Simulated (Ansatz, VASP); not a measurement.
**Two plane-wave programs on InAs**

INCAR

```
PREC     = Accurate       # precision mode
ENCUT    = 520            # plane-wave cutoff, eV
EDIFF    = 1E-6           # SCF threshold, eV
ISMEAR   = -1             # smearing method
SIGMA    = 0.02           # smearing width, eV
LREAL    = F              # projectors in reciprocal space
LASPH    = T              # aspherical terms in the spheres
NELM     = 150            # most SCF steps
ALGO     = Normal         # electronic algorithm
ISIF     = 2              # what is computed and relaxed
LWAVE    = F              # write WAVECAR
LCHARG   = F              # write CHGCAR
MAGMOM   = 0 0 0 0 0 0    # initial moments
LORBIT   = 11             # projections on sites
LSORBIT  = T              # spin-orbit coupling
GGA_COMPAT= F            
LORBMOM  = T            
GGA      = PE             # functional
NBANDS   = 30             # bands
```

Contents of KPOINTS:

```
Automatic mesh
0
Gamma
  8 8 8
```

File POSCAR:

```
InAs
1.0
    0.0000000000      3.0545904655      3.0545904655
    3.0545904655      0.0000000000      3.0545904655
    3.0545904655      3.0545904655      0.0000000000
In As
1 1
Direct
    0.0000000000      0.0000000000      0.0000000000
    0.2500000000      0.2500000000      0.2500000000
```

Input for Ansatz:

```yaml
crystal:
  lattice:
    - [0.0, 3.0545904655, 3.0545904655]
    - [3.0545904655, 0.0, 3.0545904655]
    - [3.0545904655, 3.0545904655, 0.0]
  atoms:
    - { symbol: In, position: [0.0, 0.0, 0.0] }
    - { symbol: As, position: [0.25, 0.25, 0.25] }
kpoints:
  mp_grid: { grid: [8, 8, 8] }
  band_path:
    path:
      - [0.0, 0.0, 0.0]
      - [-0.5, -0.5, 0.0]
      - [-0.375, -0.375, 0.25]
      - [-0.375, 0.0, 0.375]
      - [0.0, 0.0, 0.5]
      - [-0.5, -0.25, 0.25]
    npoints: 1
hamiltonian:
  xc: pbe
scf:
  occupations: { method: fermi_dirac, width: 0.02 }
  n_extra_bands: 8
magnetization:
  noncollinear: true
  spin_orbit: true
output:
  forces: true
  stress: true
  eigenvalues: true
  write_density: true
  write_potential: true
  elf: true
  volumetric_format: npy
```

Alike in both runs: task single point; functional PBE; k mesh 8 × 8 × 8; occupations fermi-dirac, width 0.02 eV; non-collinear spin, spin-orbit coupling.

```csv
,VASP,Ansatz
version,VASP 6.6.1,Ansatz 0.2.0
potentials or method,"VASP PAW PBE potentials, release 64 (In_d, As)","plane waves, PAW"
plane-wave cutoff (eV),520,420
valence electrons in the cell,18,28
```

|  | VASP | Ansatz | Ansatz less VASP |
| --- | --- | --- | --- |
| pressure (GPa) | 2.0 | 2.0 | -0.08 |
| net moment per atom (μB) | 0.00 | 0.00 | 0.000 |

VASP's potentials hold 18 valence electrons a cell and Ansatz's 28, so a difference there can come from the potentials and not from the codes.
